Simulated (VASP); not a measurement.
# Eu (Im-3m) in VASP: further runs

Eu is run at these levels: PBE; tasks: electric field gradients.

All numbers are computed with VASP 6.6.1; they aren't measurements. Logs are shortened: lines on timing, memory, paths and dates and some standing lists are left out, and cuts for length are marked.

**1. The cell of the first run**

It takes space group Im-3m (No. 229, cubic). Conventional cell: a = 4.581 Å, b = 4.581 Å, c = 4.581 Å, α = 90.00°, β = 90.00°, γ = 90.00°. Eu (site symmetry m-3m) has 14 Eu at 3.97 to 4.58 Å within 5.2 Å.

**2. Electric field gradients, PBE, collinear spin, ferromagnetic start (48.07 Å³/atom)**

Input file INCAR:

```
SYSTEM = Eu
  PREC = Accurate
  ENCUT = 520
  EDIFF = 1E-8
  ISMEAR = -1
  SIGMA = 0.03
  LREAL = .False.
  LASPH = .True.
  NELM = 150
  ALGO = Normal
  ISIF = 2
  LWAVE = .False.
  LCHARG = .False.
  ISPIN = 2
  MAGMOM = 7
  LORBIT = 11
  LMAXMIX = 6
  GGA = PE
  LEFG = .True.
  NBANDS = 18
```

Input file KPOINTS:

```
Automatic mesh
0
Gamma
  11 11 11
  0 0 0
```

Input file POSCAR:

```
Eu
1.0
   -2.2905699756      2.2905699756      2.2905699756
    2.2905699756     -2.2905699756      2.2905699756
    2.2905699756      2.2905699756     -2.2905699756
Eu
1
Direct
    0.0000000000      0.0000000000      0.0000000000
```

Potentials or basis: VASP PAW PBE potentials, release 64 (Eu).

Run with:

```bash
$ cat potpaw_PBE.64/Eu/POTCAR > POTCAR
$ mpirun -np 1 vasp_std > vasp.out
```

OUTCAR:

```text
SYSTEM = Eu
   PREC = Accurate
   ENCUT = 520
   EDIFF = 1E-8
   ISMEAR = -1
   LREAL = .False.
   LASPH = .True.
   NELM = 150
   ISIF = 2
   ISPIN = 2
   LORBIT = 11
   GGA = PE

 ion  position               nearest neighbor table
   1  0.000  0.000  0.000-

  LATTYP: Found a body centered cubic cell.
 ALAT       =     4.5811399512

  Lattice vectors:

 A1 = (  -2.2905699756,   2.2905699756,   2.2905699756)
 A2 = (   2.2905699756,  -2.2905699756,   2.2905699756)
 A3 = (   2.2905699756,   2.2905699756,  -2.2905699756)

Analysis of symmetry for initial positions (statically):
=====================================================================
 Subroutine PRICEL returns:
 Original cell was already a primitive cell.

 Routine SETGRP: Setting up the symmetry group for a
 body centered cubic supercell.

 Subroutine GETGRP returns: Found 48 space group operations
 (whereof 48 operations were pure point group operations)
 out of a pool of 48 trial point group operations.

The static configuration has the point symmetry O_h .

Analysis of symmetry for dynamics (positions and initial velocities):
=====================================================================
 Subroutine PRICEL returns:
 Original cell was already a primitive cell.

 Routine SETGRP: Setting up the symmetry group for a
 body centered cubic supercell.

 Subroutine GETGRP returns: Found 48 space group operations
 (whereof 48 operations were pure point group operations)
 out of a pool of 48 trial point group operations.

The dynamic configuration has the point symmetry O_h .

Analysis of structural, dynamic, and magnetic symmetry:
=====================================================================
 Subroutine PRICEL returns:
 Original cell was already a primitive cell.

 Routine SETGRP: Setting up the symmetry group for a
 body centered cubic supercell.

 Subroutine GETGRP returns: Found 48 space group operations
 (whereof 48 operations were pure point group operations)
 out of a pool of 48 trial point group operations.

The overall configuration has the point symmetry O_h .

 Subroutine INISYM returns: Found 48 space group operations
 (whereof 48 operations are pure point group operations),
 and found     1 'primitive' translations

----------------------------------------------------------------------------------------

                                     Primitive cell

  volume of cell :      48.0718

  direct lattice vectors                    reciprocal lattice vectors
    -2.290569976  2.290569976  2.290569976     0.000000000  0.218286280  0.218286280
     2.290569976 -2.290569976  2.290569976     0.218286280  0.000000000  0.218286280
     2.290569976  2.290569976 -2.290569976     0.218286280  0.218286280  0.000000000

  length of vectors
     3.967383576  3.967383576  3.967383576     0.308703418  0.308703418  0.308703418

  position of ions in fractional coordinates (direct lattice)
     0.000000000  0.000000000  0.000000000

  ion indices of the primitive-cell ions
   primitive index   ion index
                 1           1

----------------------------------------------------------------------------------------

 KPOINTS: Automatic mesh

Automatic generation of k-mesh.
 Grid dimensions read from file:
 generate k-points for:   11   11   11

 Generating k-lattice:

  Cartesian coordinates                     Fractional coordinates (reciprocal lattice)
     0.000000000  0.019844207  0.019844207     0.090909091  0.000000000  0.000000000
     0.019844207  0.000000000  0.019844207     0.000000000  0.090909091  0.000000000
     0.019844207  0.019844207  0.000000000     0.000000000  0.000000000  0.090909091

  Length of vectors
     0.028063947  0.028063947  0.028063947

  Shift w.r.t. Gamma in fractional coordinates (k-lattice)
     0.000000000  0.000000000  0.000000000

[... 41 lines left out ...]
   PREC   = accura    normal or accurate (medium, high low for compatibility)
   ISTART =      0    job   : 0-new  1-cont  2-samecut
   ICHARG =      2    charge: 1-file 2-atom 10-const
   ISPIN  =      2    spin polarized calculation?
   LNONCOLLINEAR =      F non collinear calculations
   LSORBIT =      F    spin-orbit coupling
   LASPH  =      T    aspherical Exc in radial PAW
   ENCUT  =  520.0 eV  38.22 Ry    6.18 a.u.   7.38  7.38  7.38*2*pi/ulx,y,z
   NELM   =    150;   NELMIN=  2; NELMDL= -5     # of ELM steps
   EDIFF  = 0.1E-07   stopping-criterion for ELM
   LREAL  =      F    real-space projection
   EDIFFG = 0.1E-06   stopping-criterion for IOM
   NSW    =      0    number of steps for IOM
   IBRION =     -1    ionic relax: 0-MD 1-quasi-New 2-CG
   NFREE  =      0    steps in history (QN), initial steepest desc. (CG)
   ISIF   =      2    stress and relaxation
   ISYM   =      2    0-nonsym 1-usesym 2-fastsym
   POTIM  = 0.5000    time-step for ionic-motion
   TEBEG  =    0.0;   TEEND  =   0.0 temperature during run
   PSTRESS=    0.0 pullay stress
   NELECT =      17.0000    total number of electrons
   NUPDOWN=      -1.0000    fix difference up-down
   EMIN   =  10.00;   EMAX   =-10.00  energy-range for DOS
   EFERMI =   0.00;   METHOD = LEGACY
   ISMEAR =    -1;   SIGMA  =   0.03  broadening in eV -4-tet -1-fermi 0-gaus
   EFERMI_NEDOS =   21; number of points for ismear=-14 and -15
   IALGO  =     38    algorithm
   IMIX   =      4    mixing-type and parameters
     AMIX     =   0.40;   BMIX     =  1.00
     AMIX_MAG =   1.60;   BMIX_MAG =  1.00
  volume/ion in A,a.u.               =      48.07       324.40
  Fermi-wavevector in a.u.,A,eV,Ry     =   1.157695  2.187727 18.235320  1.340258
  Thomas-Fermi vector in A             =   2.294304
   LORBIT       =     11    0 simple, 1 ext, 2 COOP (PROOUT), +10 PAW based schemes
   GGA     = PE    functional components
   LHFCALC =     F    Hartree Fock is set to
   AEXX    =    0.0000 exact exchange contribution
   IVDW    =     0    specifies the selected vdW correction
   LEPSILON=     F    determine dielectric tensor
   LRPA    =     F    only Hartree local field effects (RPA)
 spin polarized calculation
  energy-cutoff  :      520.00
  volume of cell :       48.07
 maximum number of plane-waves:      1316
 NGX is ok and might be reduce to    30
   NGX = 15   NGY = 15   NGZ = 15

 number of electron      17.0000008 magnetization       7.3093886

 Free energy of the ion-electron system (eV)
  ---------------------------------------------------
  ext. energy  EPLUGINS =         0.00000000
  ---------------------------------------------------
  free energy    TOTEN  =       -11.40424130 eV

  energy without entropy =      -11.39924572  energy(sigma->0) =      -11.40174351

 E-fermi :   1.6612     XC(G=0):  -8.3080

 val. band max:        1.6090385232   @ k =  -0.3636  -0.4545   0.0909
 cond. band min:       1.6628244371   @ k =  -0.3636   0.4545   0.2727
 fundamental gap:      0.0537859139
 Fermi energy:         1.6612387160

 spin component 1

 k-point     1 :       0.0000    0.0000    0.0000
  band No.  band energies     occupation
      1     -40.1110      1.00000
      2     -18.7530      1.00000
      3     -18.7530      1.00000
      4     -18.7530      1.00000
      5      -2.5294      1.00000
      6       1.1393      1.00000
[... 493 lines left out ...]
     17       6.2518      0.00000
     18       7.5659      0.00000

 [... further k-points ...]

 spin component 2

 k-point     1 :       0.0000    0.0000    0.0000
  band No.  band energies     occupation
      1     -36.9682      1.00000
      2     -16.4254      1.00000
      3     -16.4254      1.00000
      4     -16.4254      1.00000
      5      -1.8416      1.00000
      6       4.2872      0.00000
[... 493 lines left out ...]
     17       7.5538      0.00000
     18       8.8569      0.00000

 [... further k-points ...]

------------------------ aborting loop because EDIFF is reached ----------------------------------------

  FORCE on cell =-STRESS in cart. coord.  units (eV):
  Direction    XX          YY          ZZ          XY          YZ          ZX
  --------------------------------------------------------------------------------------
  -------------------------------------------------------------------------------------
  Total       -0.5108070     -0.5108070     -0.5108070      0.0000000     -0.0000000      0.0000000
  in kB      -17.0245937    -17.0245937    -17.0245937      0.0000000     -0.0000000      0.0000000
  external PRESSURE =     -17.0245937 kB  Pullay stress =       0.0000000 kB

 VOLUME and BASIS-vectors are now :
 -----------------------------------------------------------------------------
  energy-cutoff  :      520.00
  volume of cell :       48.07
      direct lattice vectors                 reciprocal lattice vectors
    -2.290569976  2.290569976  2.290569976     0.000000000  0.218286280  0.218286280
     2.290569976 -2.290569976  2.290569976     0.218286280  0.000000000  0.218286280
     2.290569976  2.290569976 -2.290569976     0.218286280  0.218286280  0.000000000

 POSITION                                       TOTAL-FORCE (eV/Angst)
 -----------------------------------------------------------------------------------
      0.00000      0.00000      0.00000        -0.000000     -0.000000     -0.000000
 -----------------------------------------------------------------------------------
    total drift:                               -0.000000     -0.000000      0.000000

  FREE ENERGIE OF THE ION-ELECTRON SYSTEM (eV)
  ---------------------------------------------------
  free  energy   TOTEN  =       -11.4042412983 eV

  energy  without entropy=      -11.3992457216  energy(sigma->0) =      -11.40174351

 Electric field gradients (V/A^2)
---------------------------------------------------------------------
 ion       V_xx      V_yy      V_zz      V_xy      V_xz      V_yz
---------------------------------------------------------------------
   1      -0.000     0.000    -0.000     0.001     0.001     0.001
---------------------------------------------------------------------

 Electric field gradients after diagonalization (V/A^2)
 (convention: |V_zz| > |V_xx| > |V_yy|)
----------------------------------------------------------------------
 ion       V_xx      V_yy      V_zz     asymmetry (V_yy - V_xx)/ V_zz
----------------------------------------------------------------------
   1      -0.001    -0.001     0.002       0.000
----------------------------------------------------------------------

           NMR quadrupolar parameters

 Cq : quadrupolar parameter    Cq=e*Q*V_zz/h
 eta: asymmetry parameters     (V_yy - V_xx)/ V_zz
 Q  : nuclear electric quadrupole moment in mb (millibarn)
----------------------------------------------------------------------
 ion       Cq(MHz)       eta       Q (mb)
----------------------------------------------------------------------
   1       0.000       0.000       1.000
----------------------------------------------------------------------

 total charge

# of ion       s       p       d       f       tot
--------------------------------------------------
    1        2.080   5.719   0.237   6.682  14.718

 magnetization (x)

# of ion       s       p       d       f       tot
--------------------------------------------------
    1       -0.005  -0.099   0.115   6.681   6.691
```

Run time: 3.3 min. Hardware: 1 thread of Intel Xeon Platinum 8375C at 2.90GHz (Ice Lake), shared host; peak memory 0.25 GiB.

Results:

```yaml
Free_energy: -11.4042 eV
Pressure: -1.7 GPa
Net_moment: 7.31 μB per cell
Site_moments: Eu +6.69 μB
Largest_electric_field_gradient_by_atom: zero within the noise of the run
Valence_electrons_inside_the_program's_atomic_spheres: Eu 14.72
```

Caveat: spin-orbit coupling is left out, which moves the levels of the heavy elements; semilocal functionals describe open f shells poorly, which spoils levels, moments and volumes.

**3. Electric field gradients, PBE, collinear spin, ferromagnetic start (49.96 Å³/atom)**

This run uses another cell than the first one, of 49.96 Å³/atom.

Input file INCAR:

```
SYSTEM = Eu
ALGO     = Normal         ! electronic algorithm
EDIFF    = 1E-8           ! SCF threshold, eV
ENCUT    = 520            ! plane-wave cutoff, eV
GGA      = PE             ! functional
ISIF     = 2              ! what is computed and relaxed
ISMEAR   = -1             ! smearing method
ISPIN    = 2              ! spin polarisation
LASPH    = .True.         ! aspherical terms in the spheres
LCHARG   = .False.        ! write CHGCAR
LEFG     = .True.       
LMAXMIX  = 6              ! l up to which the mixer works
LORBIT   = 11             ! projections on sites
LREAL    = .False.        ! projectors in reciprocal space
LWAVE    = .False.        ! write WAVECAR
MAGMOM   = 7              ! initial moments
NBANDS   = 18             ! bands
NELM     = 150            ! most SCF steps
PREC     = Accurate       ! precision mode
SIGMA    = 0.03           ! smearing width, eV
```

Input file KPOINTS:

```
k-points
0
Gamma
  11 11 11
  0 0 0
```

Input file POSCAR:

```
Eu
1.0
   -2.3201289774      2.3201289774      2.3201289774
    2.3201289774     -2.3201289774      2.3201289774
    2.3201289774      2.3201289774     -2.3201289774
Eu
1
Direct
    0.0000000000      0.0000000000      0.0000000000
```

Potentials or basis: VASP PAW PBE potentials, release 64 (Eu).

Run with:

```bash
$ cat potpaw_PBE.64/Eu/POTCAR > POTCAR
$ mpirun -np 1 vasp_std > vasp.out
```

OUTCAR:

```text
SYSTEM = Eu
   EDIFF = 1E-8
   ENCUT = 520
   GGA = PE
   ISIF = 2
   ISMEAR = -1
   ISPIN = 2
   LASPH = .True.
   LORBIT = 11
   LREAL = .False.
   NELM = 150
   PREC = Accurate

 ion  position               nearest neighbor table
   1  0.000  0.000  0.000-

  LATTYP: Found a body centered cubic cell.
 ALAT       =     4.6402579548

  Lattice vectors:

 A1 = (  -2.3201289774,   2.3201289774,   2.3201289774)
 A2 = (   2.3201289774,  -2.3201289774,   2.3201289774)
 A3 = (   2.3201289774,   2.3201289774,  -2.3201289774)

Analysis of symmetry for initial positions (statically):
=====================================================================
 Subroutine PRICEL returns:
 Original cell was already a primitive cell.

 Routine SETGRP: Setting up the symmetry group for a
 body centered cubic supercell.

 Subroutine GETGRP returns: Found 48 space group operations
 (whereof 48 operations were pure point group operations)
 out of a pool of 48 trial point group operations.

[... 1215 lines left out ...]

 POSITION                                       TOTAL-FORCE (eV/Angst)
 -----------------------------------------------------------------------------------
      0.00000      0.00000      0.00000        -0.000000     -0.000000      0.000000
 -----------------------------------------------------------------------------------
    total drift:                               -0.000000     -0.000000      0.000000

  FREE ENERGIE OF THE ION-ELECTRON SYSTEM (eV)
  ---------------------------------------------------
  free  energy   TOTEN  =       -11.3835243254 eV

  energy  without entropy=      -11.3782637449  energy(sigma->0) =      -11.38089404

 Electric field gradients (V/A^2)
---------------------------------------------------------------------
 ion       V_xx      V_yy      V_zz      V_xy      V_xz      V_yz
---------------------------------------------------------------------
   1       0.000    -0.000    -0.000     0.002     0.002     0.002
---------------------------------------------------------------------

 Electric field gradients after diagonalization (V/A^2)
 (convention: |V_zz| > |V_xx| > |V_yy|)
----------------------------------------------------------------------
 ion       V_xx      V_yy      V_zz     asymmetry (V_yy - V_xx)/ V_zz
----------------------------------------------------------------------
   1      -0.002    -0.002     0.004       0.000
----------------------------------------------------------------------

           NMR quadrupolar parameters

 Cq : quadrupolar parameter    Cq=e*Q*V_zz/h
 eta: asymmetry parameters     (V_yy - V_xx)/ V_zz
 Q  : nuclear electric quadrupole moment in mb (millibarn)
----------------------------------------------------------------------
 ion       Cq(MHz)       eta       Q (mb)
----------------------------------------------------------------------
   1       0.000       0.000       1.000
----------------------------------------------------------------------

 total charge

# of ion       s       p       d       f       tot
--------------------------------------------------
    1        2.078   5.721   0.224   6.692  14.716

 magnetization (x)

# of ion       s       p       d       f       tot
--------------------------------------------------
    1       -0.006  -0.099   0.117   6.691   6.704
```

Wall time 3.1 min (1 thread of Intel Xeon Platinum 8375C at 2.90GHz (Ice Lake), shared host); peak memory 0.25 GiB.

What came out:

- Free energy: -11.3835 eV
- Pressure: -2.0 GPa
- Net moment: 7.35 μB per cell
- Site moments: Eu +6.70 μB
- Largest electric field gradient by atom: zero within the noise of the run
- Valence electrons inside the program's atomic spheres: Eu 14.72

Levels at points of the mesh, in eV from the Fermi level:
Spin up:
```csv
k point,band 9,band 10,band 11,band 12,band 13,band 14,band 15,band 16
"(0.00, 0.00, 0.00)",-0.41,-0.41,-0.41,-0.38,1.66,1.66,1.66,3.09
```
Spin down:
| k point | band 1 | band 2 | band 3 | band 4 | band 5 | band 6 | band 7 | band 8 | band 9 | band 10 |
| --- | --- | --- | --- | --- | --- | --- | --- | --- | --- | --- |
| (0.00, 0.00, 0.00) | -38.66 | -18.14 | -18.14 | -18.14 | -3.44 | 2.59 | 2.59 | 2.59 | 4.01 | 4.01 |

Caveat: spin-orbit coupling is left out, which moves the levels of the heavy elements; semilocal functionals describe open f shells poorly, which spoils levels, moments and volumes. The state reached can hang on the start; a lower one may exist.
